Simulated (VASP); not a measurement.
# Ho2O (R3m) in VASP: single point with PBE

Aim: the single point of Ho2O with PBE.

Everything below comes from runs of VASP 6.6.1. Logs are shortened: lines on timing, memory, paths and dates and some standing lists are left out, and cuts for length are marked.

## (1) The cell of the first run

The typed cell holds 3 atoms: a = 4.277 Å, b = 4.277 Å, c = 4.277 Å, α = 85.15°, β = 85.15°, γ = 85.15°.

The cell was generated, and may not be a known phase.

## (2) Single point, PBE

The input, INCAR:

```
PREC = Accurate ; ENCUT = 600
EDIFF = 1E-6 ; ISMEAR = 0
SIGMA = 0.2 ; LREAL = False
LASPH = True ; NELM = 200
ALGO = Normal ; ISIF = 2
LWAVE = False ; LCHARG = False
GGA = PE ; NBANDS = 19
GGA_COMPAT = False ; LMAXMIX = 6
```

The input, KPOINTS:

```
regular mesh
0
Gamma
  5 5 5
```

The input, POSCAR:

```
Ho2O
1.0
    2.8934652300      1.6705429294      2.6695923903
   -2.8934652300      1.6705429294      2.6695923903
    0.0000000000     -3.3410858589      2.6695923903
Ho O
2 1
Direct
    0.9817140998      0.9817140998      0.9817140998
    0.4871910792      0.4871910792      0.4871910792
    0.2343793710      0.2343793710      0.2343793710
```

Potentials or basis: VASP PAW PBE potentials, release 64 (Ho_3, O), 4f in core.

Launch:

```bash
> cat potpaw_PBE.64/Ho_3/POTCAR potpaw_PBE.64/O/POTCAR > POTCAR
> mpirun -np 1 vasp_std > vasp.out
```

OUTCAR:

```text
PREC = Accurate
   ENCUT = 600
   EDIFF = 1E-6
   ISMEAR = 0
   LREAL = False
   LASPH = True
   NELM = 200
   ISIF = 2
   GGA = PE

 ion  position               nearest neighbor table
   1  0.982  0.982  0.982-   3 2.02   2 3.58   2 3.58   2 3.58   2 3.61   2 3.61   2 3.61
   2  0.487  0.487  0.487-   3 2.02   1 3.58   1 3.58   1 3.58   1 3.61   1 3.61   1 3.61
   3  0.234  0.234  0.234-   1 2.02   2 2.02

  LATTYP: Found a trigonal (rhomboedric) cell.
 ALAT       =     4.2766316473
 COS(alpha) =     0.0844905307

  Lattice vectors:

 A1 = (   2.8934652300,   1.6705429294,   2.6695923903)
 A2 = (  -2.8934652300,   1.6705429294,   2.6695923903)
 A3 = (   0.0000000000,  -3.3410858589,   2.6695923903)

Analysis of symmetry for initial positions (statically):
=====================================================================
 Subroutine PRICEL returns:
 Original cell was already a primitive cell.

 Routine SETGRP: Setting up the symmetry group for a
 trigonal (rhombohedral) supercell.

 Subroutine GETGRP returns: Found  6 space group operations
 (whereof  6 operations were pure point group operations)
 out of a pool of 12 trial point group operations.

The static configuration has the point symmetry C_3v.

Analysis of symmetry for dynamics (positions and initial velocities):
=====================================================================
 Subroutine PRICEL returns:
 Original cell was already a primitive cell.

 Routine SETGRP: Setting up the symmetry group for a
 trigonal (rhombohedral) supercell.

 Subroutine GETGRP returns: Found  6 space group operations
 (whereof  6 operations were pure point group operations)
 out of a pool of 12 trial point group operations.

The dynamic configuration has the point symmetry C_3v.

 Subroutine INISYM returns: Found  6 space group operations
 (whereof  6 operations are pure point group operations),
 and found     1 'primitive' translations

----------------------------------------------------------------------------------------

                                     Primitive cell

  volume of cell :      77.4234

  direct lattice vectors                    reciprocal lattice vectors
     2.893465230  1.670542929  2.669592390     0.172803182  0.099767964  0.124863007
    -2.893465230  1.670542929  2.669592390    -0.172803182  0.099767964  0.124863007
     0.000000000 -3.341085859  2.669592390     0.000000000 -0.199535928  0.124863007

  length of vectors
     4.276631647  4.276631647  4.276631647     0.235383425  0.235383425  0.235383425

  position of ions in fractional coordinates (direct lattice)
     0.981714100  0.981714100  0.981714100
     0.487191079  0.487191079  0.487191079
     0.234379371  0.234379371  0.234379371

  ion indices of the primitive-cell ions
   primitive index   ion index
                 1           1
                 2           2
                 3           3

----------------------------------------------------------------------------------------

 KPOINTS: regular mesh

Automatic generation of k-mesh.
 Grid dimensions read from file:
 generate k-points for:    5    5    5

 Generating k-lattice:

  Cartesian coordinates                     Fractional coordinates (reciprocal lattice)
     0.034560636  0.019953593  0.024972601     0.200000000  0.000000000 -0.000000000
    -0.034560636  0.019953593  0.024972601     0.000000000  0.200000000 -0.000000000
     0.000000000 -0.039907186  0.024972601    -0.000000000 -0.000000000  0.200000000

  Length of vectors
     0.047076685  0.047076685  0.047076685

  Shift w.r.t. Gamma in fractional coordinates (k-lattice)
     0.000000000  0.000000000  0.000000000

 Subroutine IBZKPT returns following result:
 ===========================================

 Found     19 irreducible k-points:

 Following reciprocal coordinates:
            Coordinates               Weight
  0.000000  0.000000  0.000000      1.000000
  0.200000  0.000000  0.000000      6.000000
  0.400000  0.000000  0.000000      6.000000
  0.200000  0.200000  0.000000      6.000000
  0.400000  0.200000 -0.000000     12.000000
 -0.400000  0.200000  0.000000     12.000000
[... 11 lines left out ...]
  0.400000  0.400000  0.400000      2.000000
 -0.400000  0.400000  0.400000      6.000000
   k-points           NKPTS =     19   k-points in BZ     NKDIM =     19   number of bands    NBANDS=     19
   number of dos      NEDOS =    301   number of ions     NIONS =      3
   total plane-waves  NPLWV =  46656
   dimension x,y,z NGX =    36 NGY =   36 NGZ =   36
   dimension x,y,z NGXF=    72 NGYF=   72 NGZF=   72
   ions per type =               2   1
   NGX,Y,Z   is equivalent  to a cutoff of  13.99, 13.99, 13.99 a.u.
   NGXF,Y,Z  is equivalent  to a cutoff of  27.99, 27.99, 27.99 a.u.
 SYSTEM =  unknown system
   PREC   = accura    normal or accurate (medium, high low for compatibility)
   ISTART =      0    job   : 0-new  1-cont  2-samecut
   ICHARG =      2    charge: 1-file 2-atom 10-const
   ISPIN  =      1    spin polarized calculation?
   LNONCOLLINEAR =      F non collinear calculations
   LSORBIT =      F    spin-orbit coupling
   LASPH  =      T    aspherical Exc in radial PAW
   ENCUT  =  600.0 eV  44.10 Ry    6.64 a.u.   8.54  8.54  8.54*2*pi/ulx,y,z
   NELM   =    200;   NELMIN=  2; NELMDL= -5     # of ELM steps
   EDIFF  = 0.1E-05   stopping-criterion for ELM
   LREAL  =      F    real-space projection
   EDIFFG = 0.1E-04   stopping-criterion for IOM
   NSW    =      0    number of steps for IOM
   IBRION =     -1    ionic relax: 0-MD 1-quasi-New 2-CG
   NFREE  =      0    steps in history (QN), initial steepest desc. (CG)
   ISIF   =      2    stress and relaxation
   ISYM   =      2    0-nonsym 1-usesym 2-fastsym
   POTIM  = 0.5000    time-step for ionic-motion
   TEBEG  =    0.0;   TEEND  =   0.0 temperature during run
   PSTRESS=    0.0 pullay stress
   NELECT =      24.0000    total number of electrons
   NUPDOWN=      -1.0000    fix difference up-down
   EMIN   =  10.00;   EMAX   =-10.00  energy-range for DOS
   EFERMI =   0.00;   METHOD = LEGACY
   ISMEAR =     0;   SIGMA  =   0.20  broadening in eV -4-tet -1-fermi 0-gaus
   EFERMI_NEDOS =   21; number of points for ismear=-14 and -15
   IALGO  =     38    algorithm
   IMIX   =      4    mixing-type and parameters
     AMIX     =   0.40;   BMIX     =  1.00
     AMIX_MAG =   1.60;   BMIX_MAG =  1.00
  volume/ion in A,a.u.               =      25.81       174.16
  Fermi-wavevector in a.u.,A,eV,Ry     =   1.107953  2.093727 16.701956  1.227559
  Thomas-Fermi vector in A             =   2.244474
   LORBIT       =      0    0 simple, 1 ext, 2 COOP (PROOUT), +10 PAW based schemes
   GGA     = PE    functional components
   LHFCALC =     F    Hartree Fock is set to
   AEXX    =    0.0000 exact exchange contribution
   IVDW    =     0    specifies the selected vdW correction
   LEPSILON=     F    determine dielectric tensor
   LRPA    =     F    only Hartree local field effects (RPA)
 non-spin polarized calculation
 Gauss-broadening in eV      SIGMA  =   0.20
  energy-cutoff  :      600.00
  volume of cell :       77.42
 maximum number of plane-waves:      2621
 NGX is ok and might be reduce to    36
   NGX = 17   NGY = 17   NGZ = 17

 number of electron      24.0000004 magnetization

 Free energy of the ion-electron system (eV)
  ---------------------------------------------------
  ext. energy  EPLUGINS =         0.00000000
  ---------------------------------------------------
  free energy    TOTEN  =       -17.74316949 eV

  energy without entropy =      -17.68127922  energy(sigma->0) =      -17.71222436

 E-fermi :   2.8430     XC(G=0):  -9.4730

 val. band max:        2.7946763835   @ k =   0.2000   0.2000   0.2000
 cond. band min:       2.9015780598   @ k =  -0.4000   0.4000   0.0000
 fundamental gap:      0.1069016763
 Fermi energy:         2.8429734908

 k-point     1 :       0.0000    0.0000    0.0000
  band No.  band energies     occupation
      1     -22.0846      2.00000
      2     -21.7266      2.00000
      3     -21.7266      2.00000
      4     -21.5333      2.00000
      5     -21.4414      2.00000
      6     -21.4414      2.00000
[... 11 lines left out ...]
     18       6.3502      0.00000
     19       7.5481      0.00000

 k-point     2 :       0.2000    0.0000    0.0000
  band No.  band energies     occupation
      1     -22.0763      2.00000
      2     -21.7095      2.00000
      3     -21.6990      2.00000
      4     -21.5616      2.00000
      5     -21.4785      2.00000
      6     -21.4678      2.00000
[... 11 lines left out ...]
     18       6.3402      0.00000
     19       6.6030      0.00000

 k-point     3 :       0.4000    0.0000    0.0000
  band No.  band energies     occupation
      1     -22.0624      2.00000
      2     -21.6569      2.00000
      3     -21.6279      2.00000
      4     -21.6118      2.00000
      5     -21.5585      2.00000
      6     -21.5368      2.00000
[... 11 lines left out ...]
     18       6.2781      0.00000
     19       6.3913      0.00000

 k-point     4 :       0.2000    0.2000    0.0000
  band No.  band energies     occupation
      1     -22.0590      2.00000
      2     -21.7546      2.00000
      3     -21.6597      2.00000
      4     -21.6124      2.00000
      5     -21.5018      2.00000
      6     -21.4402      2.00000
[... 11 lines left out ...]
     18       6.6943      0.00000
     19       6.8871      0.00000

 k-point     5 :       0.4000    0.2000   -0.0000
  band No.  band energies     occupation
      1     -22.0762      2.00000
      2     -21.7486      2.00000
      3     -21.6549      2.00000
      4     -21.5892      2.00000
      5     -21.5413      2.00000
      6     -21.4694      2.00000
[... 11 lines left out ...]
     18       6.6005      0.00000
     19       6.8227      0.00000

 k-point     6 :      -0.4000    0.2000    0.0000
  band No.  band energies     occupation
      1     -22.1041      2.00000
      2     -21.6804      2.00000
      3     -21.6562      2.00000
      4     -21.5995      2.00000
      5     -21.5425      2.00000
      6     -21.4943      2.00000
[... 11 lines left out ...]
     18       6.1309      0.00000
     19       6.3877      0.00000

 k-point     7 :      -0.2000    0.2000    0.0000
  band No.  band energies     occupation
      1     -22.1011      2.00000
      2     -21.6993      2.00000
      3     -21.6297      2.00000
      4     -21.5714      2.00000
      5     -21.5609      2.00000
      6     -21.4611      2.00000
[... 11 lines left out ...]
     18       6.0155      0.00000
     19       6.5377      0.00000

 k-point     8 :       0.4000    0.4000    0.0000
  band No.  band energies     occupation
      1     -22.1277      2.00000
      2     -21.7994      2.00000
      3     -21.6585      2.00000
      4     -21.5994      2.00000
      5     -21.4942      2.00000
      6     -21.4383      2.00000
[... 146 lines left out ...]
 k-point    15 :      -0.4000    0.4000    0.2000
  band No.  band energies     occupation
      1     -22.1271      2.00000
      2     -21.7604      2.00000
      3     -21.6657      2.00000
      4     -21.6144      2.00000
      5     -21.5036      2.00000
      6     -21.4788      2.00000
[... 11 lines left out ...]
     18       6.5610      0.00000
     19       6.9353      0.00000

 k-point    16 :      -0.2000    0.4000    0.2000
  band No.  band energies     occupation
      1     -22.0948      2.00000
      2     -21.7410      2.00000
      3     -21.7010      2.00000
      4     -21.5908      2.00000
      5     -21.5106      2.00000
      6     -21.4691      2.00000
[... 11 lines left out ...]
     18       6.5004      0.00000
     19       6.7184      0.00000

 k-point    17 :      -0.4000   -0.4000    0.2000
  band No.  band energies     occupation
      1     -22.1121      2.00000
      2     -21.7670      2.00000
      3     -21.7168      2.00000
      4     -21.6031      2.00000
      5     -21.4834      2.00000
      6     -21.4698      2.00000
[... 11 lines left out ...]
     18       6.8412      0.00000
     19       7.2252      0.00000

 k-point    18 :       0.4000    0.4000    0.4000
  band No.  band energies     occupation
      1     -22.1159      2.00000
      2     -21.6699      2.00000
      3     -21.6699      2.00000
      4     -21.6164      2.00000
      5     -21.5653      2.00000
      6     -21.5653      2.00000
[... 11 lines left out ...]
     18       6.2661      0.00000
     19       7.3636      0.00000

 k-point    19 :      -0.4000    0.4000    0.4000
  band No.  band energies     occupation
      1     -22.1053      2.00000
      2     -21.7250      2.00000
      3     -21.6777      2.00000
      4     -21.6190      2.00000
      5     -21.5575      2.00000
      6     -21.5201      2.00000
[... 11 lines left out ...]
     18       6.8057      0.00000
     19       7.1226      0.00000

------------------------ aborting loop because EDIFF is reached ----------------------------------------

  FORCE on cell =-STRESS in cart. coord.  units (eV):
  Direction    XX          YY          ZZ          XY          YZ          ZX
  --------------------------------------------------------------------------------------
  -------------------------------------------------------------------------------------
  Total        0.2449564      0.2449564      0.8847274      0.0000000     -0.0000000     -0.0000000
  in kB        5.0690570      5.0690570     18.3082975      0.0000000     -0.0000000     -0.0000000
  external PRESSURE =       9.4821372 kB  Pullay stress =       0.0000000 kB

 VOLUME and BASIS-vectors are now :
 -----------------------------------------------------------------------------
  energy-cutoff  :      600.00
  volume of cell :       77.42
      direct lattice vectors                 reciprocal lattice vectors
     2.893465230  1.670542929  2.669592390     0.172803182  0.099767964  0.124863007
    -2.893465230  1.670542929  2.669592390    -0.172803182  0.099767964  0.124863007
     0.000000000 -3.341085859  2.669592390     0.000000000 -0.199535928  0.124863007

 POSITION                                       TOTAL-FORCE (eV/Angst)
 -----------------------------------------------------------------------------------
      0.00000     -0.00000      7.86233         0.000000      0.000000     -0.210414
      0.00000     -0.00000      3.90180         0.000000     -0.000000      0.194071
      0.00000     -0.00000      1.87709         0.000000     -0.000000      0.016342
 -----------------------------------------------------------------------------------
    total drift:                               -0.000000      0.000000      0.000336

  FREE ENERGIE OF THE ION-ELECTRON SYSTEM (eV)
  ---------------------------------------------------
  free  energy   TOTEN  =       -17.7431694948 eV

  energy  without entropy=      -17.6812792194  energy(sigma->0) =      -17.71222436
```

Wall time 59 s (1 thread of Intel Xeon 8259CL, shared host); peak memory 0.22 GiB.

Results:

| Property | Result |
| --- | --- |
| Free energy | -17.7432 eV |
| Pressure | 0.9 GPa |
| Largest force | 0.210 eV/Å |
| Band gap on the k mesh | zero (bands 12 and 13 overlap by 1.06 eV) |

Forces in eV/Å, atoms in the order of the input:
```
Ho   0.000  0.000 -0.210
Ho   0.000  0.000  0.194
O    0.000  0.000  0.016
```

Caveat: spin-orbit coupling is left out, which moves the levels of the heavy elements; the 4f electrons are frozen in the core, so they carry no moment and show no levels; the run has no spin polarisation, though such a crystal can be magnetic.

The gap in the log of VASP goes by the Fermi energy; the results here count the filled bands.